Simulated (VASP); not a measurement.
# B2P3 (Pm-3m) in VASP: a series of runs

B2P3 is run at these levels: PBE; tasks: single point.

All numbers are computed with VASP 6.6.1; they aren't measurements. Logs are shortened: lines on timing, memory, paths and dates and some standing lists are left out, and cuts for length are marked.

## (1) The cell of the first run

It takes space group Pm-3m (No. 221, cubic). Conventional cell: a = 3.997 Å, b = 3.997 Å, c = 3.997 Å, α = 90.00°, β = 90.00°, γ = 90.00°. B (site symmetry m-3m) has 6 P at 2.00 Å within 2.6 Å. Within 3.7 Å of B (site symmetry m-3m) lie 12 P at 2.83 Å and 8 B at 3.46 Å. P (site symmetry 4/mmm) has 2 B at 2.00 Å within 2.6 Å.

## (2) Single point, PBE

INCAR

```
SYSTEM = B2P3
ALGO = Normal
EDIFF = 1E-6
ENCUT = 520
GGA = PE
ISIF = 2
ISMEAR = 0
LASPH = .True.
LCHARG = .False.
LREAL = .False.
LWAVE = .False.
NBANDS = 18
NELM = 60
PREC = Accurate
SIGMA = 0.1
```

KPOINTS

```
k-points
0
Gamma
  4 4 4
  0 0 0
```

POSCAR

```
B2P3
1.0
    3.9968132148      0.0000000000      0.0000000000
    0.0000000000      3.9968132148      0.0000000000
    0.0000000000      0.0000000000      3.9968132148
B P
2 3
Direct
    0.0000000000      0.0000000000      0.0000000000
    0.5000000000      0.5000000000      0.5000000000
    0.5000000000      0.0000000000      0.0000000000
    0.0000000000      0.5000000000      0.0000000000
    0.0000000000      0.0000000000      0.5000000000
```

Potentials or basis: VASP PAW PBE potentials, release 64 (B, P).

Run with:

```console
> cat potpaw_PBE.64/B/POTCAR potpaw_PBE.64/P/POTCAR > POTCAR
> mpirun -np 1 vasp_std > vasp.out
```

OUTCAR:

```text
SYSTEM = B2P3
   EDIFF = 1E-6
   ENCUT = 520
   GGA = PE
   ISIF = 2
   ISMEAR = 0
   LASPH = .True.
   LREAL = .False.
   NELM = 60
   PREC = Accurate

 ion  position               nearest neighbor table
   1  0.000  0.000  0.000-   3 2.00   4 2.00   5 2.00   5 2.00   4 2.00   3 2.00
   2  0.500  0.500  0.500-
   3  0.500  0.000  0.000-   1 2.00   1 2.00   5 2.83   5 2.83   4 2.83   4 2.83   4 2.83   5 2.83
                             5 2.83   4 2.83
   4  0.000  0.500  0.000-   1 2.00   1 2.00   5 2.83   5 2.83   3 2.83   3 2.83   5 2.83   5 2.83
                             3 2.83   3 2.83
   5  0.000  0.000  0.500-   1 2.00   1 2.00   4 2.83   3 2.83   3 2.83   4 2.83   4 2.83   4 2.83
                             3 2.83   3 2.83

  LATTYP: Found a simple cubic cell.
 ALAT       =     3.9968132148

  Lattice vectors:

 A1 = (   3.9968132148,   0.0000000000,   0.0000000000)
 A2 = (   0.0000000000,   3.9968132148,   0.0000000000)
 A3 = (   0.0000000000,   0.0000000000,   3.9968132148)

Analysis of symmetry for initial positions (statically):
=====================================================================
 Subroutine PRICEL returns:
 Original cell was already a primitive cell.

 Routine SETGRP: Setting up the symmetry group for a
 simple cubic supercell.

 Subroutine GETGRP returns: Found 48 space group operations
 (whereof 48 operations were pure point group operations)
 out of a pool of 48 trial point group operations.

The static configuration has the point symmetry O_h .

Analysis of symmetry for dynamics (positions and initial velocities):
=====================================================================
 Subroutine PRICEL returns:
 Original cell was already a primitive cell.

 Routine SETGRP: Setting up the symmetry group for a
 simple cubic supercell.

 Subroutine GETGRP returns: Found 48 space group operations
 (whereof 48 operations were pure point group operations)
 out of a pool of 48 trial point group operations.

The dynamic configuration has the point symmetry O_h .

 Subroutine INISYM returns: Found 48 space group operations
 (whereof 48 operations are pure point group operations),
 and found     1 'primitive' translations

----------------------------------------------------------------------------------------

                                     Primitive cell

  volume of cell :      63.8472

  direct lattice vectors                    reciprocal lattice vectors
     3.996813215  0.000000000  0.000000000     0.250199333  0.000000000  0.000000000
     0.000000000  3.996813215  0.000000000     0.000000000  0.250199333  0.000000000
     0.000000000  0.000000000  3.996813215     0.000000000  0.000000000  0.250199333

  length of vectors
     3.996813215  3.996813215  3.996813215     0.250199333  0.250199333  0.250199333

  position of ions in fractional coordinates (direct lattice)
     0.000000000  0.000000000  0.000000000
     0.500000000  0.500000000  0.500000000
     0.500000000  0.000000000  0.000000000
     0.000000000  0.500000000  0.000000000
     0.000000000  0.000000000  0.500000000

  ion indices of the primitive-cell ions
   primitive index   ion index
                 1           1
                 2           2
                 3           3
                 4           4
                 5           5

----------------------------------------------------------------------------------------

 KPOINTS: k-points

Automatic generation of k-mesh.
 Grid dimensions read from file:
 generate k-points for:    4    4    4

 Generating k-lattice:

  Cartesian coordinates                     Fractional coordinates (reciprocal lattice)
     0.062549833  0.000000000  0.000000000     0.250000000  0.000000000  0.000000000
     0.000000000  0.062549833  0.000000000     0.000000000  0.250000000  0.000000000
     0.000000000  0.000000000  0.062549833     0.000000000  0.000000000  0.250000000

  Length of vectors
     0.062549833  0.062549833  0.062549833

  Shift w.r.t. Gamma in fractional coordinates (k-lattice)
     0.000000000  0.000000000  0.000000000

 Subroutine IBZKPT returns following result:
 ===========================================

 Found     10 irreducible k-points:

 Following reciprocal coordinates:
            Coordinates               Weight
  0.000000  0.000000  0.000000      1.000000
  0.250000  0.000000  0.000000      6.000000
  0.500000  0.000000  0.000000      3.000000
  0.250000  0.250000  0.000000     12.000000
  0.500000  0.250000  0.000000     12.000000
  0.500000  0.500000  0.000000      3.000000
  0.250000  0.250000  0.250000      8.000000
  0.500000  0.250000  0.250000     12.000000
  0.500000  0.500000  0.250000      6.000000
  0.500000  0.500000  0.500000      1.000000
   k-points           NKPTS =     10   k-points in BZ     NKDIM =     10   number of bands    NBANDS=     18
   number of dos      NEDOS =    301   number of ions     NIONS =      5
   total plane-waves  NPLWV =  27000
   dimension x,y,z NGX =    30 NGY =   30 NGZ =   30
   dimension x,y,z NGXF=    60 NGYF=   60 NGZF=   60
   ions per type =               2   3
   NGX,Y,Z   is equivalent  to a cutoff of  12.48, 12.48, 12.48 a.u.
   NGXF,Y,Z  is equivalent  to a cutoff of  24.96, 24.96, 24.96 a.u.
 SYSTEM =  B2P3
   PREC   = accura    normal or accurate (medium, high low for compatibility)
   ISTART =      0    job   : 0-new  1-cont  2-samecut
   ICHARG =      2    charge: 1-file 2-atom 10-const
   ISPIN  =      1    spin polarized calculation?
   LNONCOLLINEAR =      F non collinear calculations
   LSORBIT =      F    spin-orbit coupling
   LASPH  =      T    aspherical Exc in radial PAW
   ENCUT  =  520.0 eV  38.22 Ry    6.18 a.u.   7.43  7.43  7.43*2*pi/ulx,y,z
   NELM   =     60;   NELMIN=  2; NELMDL= -5     # of ELM steps
   EDIFF  = 0.1E-05   stopping-criterion for ELM
   LREAL  =      F    real-space projection
   EDIFFG = 0.1E-04   stopping-criterion for IOM
   NSW    =      0    number of steps for IOM
   IBRION =     -1    ionic relax: 0-MD 1-quasi-New 2-CG
   NFREE  =      0    steps in history (QN), initial steepest desc. (CG)
   ISIF   =      2    stress and relaxation
   ISYM   =      2    0-nonsym 1-usesym 2-fastsym
   POTIM  = 0.5000    time-step for ionic-motion
   TEBEG  =    0.0;   TEEND  =   0.0 temperature during run
   PSTRESS=    0.0 pullay stress
   NELECT =      21.0000    total number of electrons
   NUPDOWN=      -1.0000    fix difference up-down
   EMIN   =  10.00;   EMAX   =-10.00  energy-range for DOS
   EFERMI =   0.00;   METHOD = LEGACY
   ISMEAR =     0;   SIGMA  =   0.10  broadening in eV -4-tet -1-fermi 0-gaus
   EFERMI_NEDOS =   21; number of points for ismear=-14 and -15
   IALGO  =     38    algorithm
   IMIX   =      4    mixing-type and parameters
     AMIX     =   0.40;   BMIX     =  1.00
     AMIX_MAG =   1.60;   BMIX_MAG =  1.00
  volume/ion in A,a.u.               =      12.77        86.17
  Fermi-wavevector in a.u.,A,eV,Ry     =   1.130058  2.135500 17.375063  1.277031
  Thomas-Fermi vector in A             =   2.266753
   LORBIT       =      0    0 simple, 1 ext, 2 COOP (PROOUT), +10 PAW based schemes
   GGA     = PE    functional components
   LHFCALC =     F    Hartree Fock is set to
   AEXX    =    0.0000 exact exchange contribution
   IVDW    =     0    specifies the selected vdW correction
   LEPSILON=     F    determine dielectric tensor
   LRPA    =     F    only Hartree local field effects (RPA)
 non-spin polarized calculation
 Gauss-broadening in eV      SIGMA  =   0.10
  energy-cutoff  :      520.00
  volume of cell :       63.85
 maximum number of plane-waves:      1747
 NGX is ok and might be reduce to    30
   NGX = 15   NGY = 15   NGZ = 15

 number of electron      20.9999994 magnetization

 Free energy of the ion-electron system (eV)
  ---------------------------------------------------
  ext. energy  EPLUGINS =         0.00000000
  ---------------------------------------------------
  free energy    TOTEN  =       -22.86362264 eV

  energy without entropy =      -22.84678688  energy(sigma->0) =      -22.85520476

 E-fermi :   7.2947     XC(G=0): -11.1254

 val. band max:        7.2386269466   @ k =   0.2500   0.2500   0.0000
 cond. band min:       7.4861917411   @ k =   0.2500   0.2500   0.2500
 fundamental gap:      0.2475647945
 Fermi energy:         7.2947193451

 k-point     1 :       0.0000    0.0000    0.0000
  band No.  band energies     occupation
      1      -8.3774      2.00000
      2      -0.3255      2.00000
      3      -0.3255      2.00000
      4       0.0994      2.00000
      5       0.0994      2.00000
      6       0.0994      2.00000
[... 10 lines left out ...]
     17      12.5351      0.00000
     18      13.3130      0.00000

 k-point     2 :       0.2500    0.0000    0.0000
  band No.  band energies     occupation
      1      -7.9393      2.00000
      2      -3.2976      2.00000
      3      -0.1353      2.00000
      4       0.4195      2.00000
      5       0.4195      2.00000
      6       1.6322      2.00000
[... 10 lines left out ...]
     17      12.3523      0.00000
     18      12.9321      0.00000

 k-point     3 :       0.5000    0.0000    0.0000
  band No.  band energies     occupation
      1      -7.1849      2.00000
      2      -5.0239      2.00000
      3       0.0823      2.00000
      4       0.8494      2.00000
      5       0.8494      2.00000
      6       2.7269      2.00000
[... 10 lines left out ...]
     17      12.0917      0.00000
     18      13.5152      0.00000

 k-point     4 :       0.2500    0.2500    0.0000
  band No.  band energies     occupation
      1      -7.4982      2.00000
      2      -3.2302      2.00000
      3      -2.6533      2.00000
      4       0.7270      2.00000
      5       1.0876      2.00000
      6       2.6654      2.00000
[... 81 lines left out ...]
      4      -1.3049      2.00000
      5       1.0352      2.00000
      6       2.4094      2.00000
[... 10 lines left out ...]
     17      12.9215      0.00000
     18      13.4790      0.00000

 k-point     9 :       0.5000    0.5000    0.2500
  band No.  band energies     occupation
      1      -5.3420      2.00000
      2      -4.0213      2.00000
      3      -4.0213      2.00000
      4      -1.4076      2.00000
      5       0.2255      2.00000
      6       2.7131      2.00000
[... 10 lines left out ...]
     17      13.2219      0.00000
     18      13.2219      0.00000

 k-point    10 :       0.5000    0.5000    0.5000
  band No.  band energies     occupation
      1      -4.0190      2.00000
      2      -3.6856      2.00000
      3      -3.6856      2.00000
      4      -3.6856      2.00000
      5       1.3921      2.00000
      6       1.3921      2.00000
[... 10 lines left out ...]
     17      12.4394      0.00000
     18      12.4394      0.00000

------------------------ aborting loop because EDIFF is reached ----------------------------------------

  FORCE on cell =-STRESS in cart. coord.  units (eV):
  Direction    XX          YY          ZZ          XY          YZ          ZX
  --------------------------------------------------------------------------------------
  -------------------------------------------------------------------------------------
  Total       -0.0970269     -0.0970269     -0.0970269      0.0000000     -0.0000000      0.0000000
  in kB       -2.4347875     -2.4347875     -2.4347875      0.0000000     -0.0000000      0.0000000
  external PRESSURE =      -2.4347875 kB  Pullay stress =       0.0000000 kB

 VOLUME and BASIS-vectors are now :
 -----------------------------------------------------------------------------
  energy-cutoff  :      520.00
  volume of cell :       63.85
      direct lattice vectors                 reciprocal lattice vectors
     3.996813215  0.000000000  0.000000000     0.250199333  0.000000000  0.000000000
     0.000000000  3.996813215  0.000000000     0.000000000  0.250199333  0.000000000
     0.000000000  0.000000000  3.996813215     0.000000000  0.000000000  0.250199333

 POSITION                                       TOTAL-FORCE (eV/Angst)
 -----------------------------------------------------------------------------------
      0.00000      0.00000      0.00000         0.000000      0.000000      0.000000
      1.99841      1.99841      1.99841         0.000000      0.000000      0.000000
      1.99841      0.00000      0.00000         0.000000      0.000000      0.000000
      0.00000      1.99841      0.00000         0.000000      0.000000      0.000000
      0.00000      0.00000      1.99841         0.000000      0.000000      0.000000
 -----------------------------------------------------------------------------------
    total drift:                               -0.000000     -0.000000      0.000000

  FREE ENERGIE OF THE ION-ELECTRON SYSTEM (eV)
  ---------------------------------------------------
  free  energy   TOTEN  =       -22.8636226427 eV

  energy  without entropy=      -22.8467868812  energy(sigma->0) =      -22.85520476
```

Wall time 5.4 s (1 thread of Intel Xeon 6975P-C (Granite Rapids), shared host); peak memory 0.16 GiB.

What came out:

```
Free energy : -22.8636 eV
Pressure    : -0.2 GPa
```

Caveat: the k points lie up to 0.39 Å⁻¹ apart.

[end of part 1 of 2]
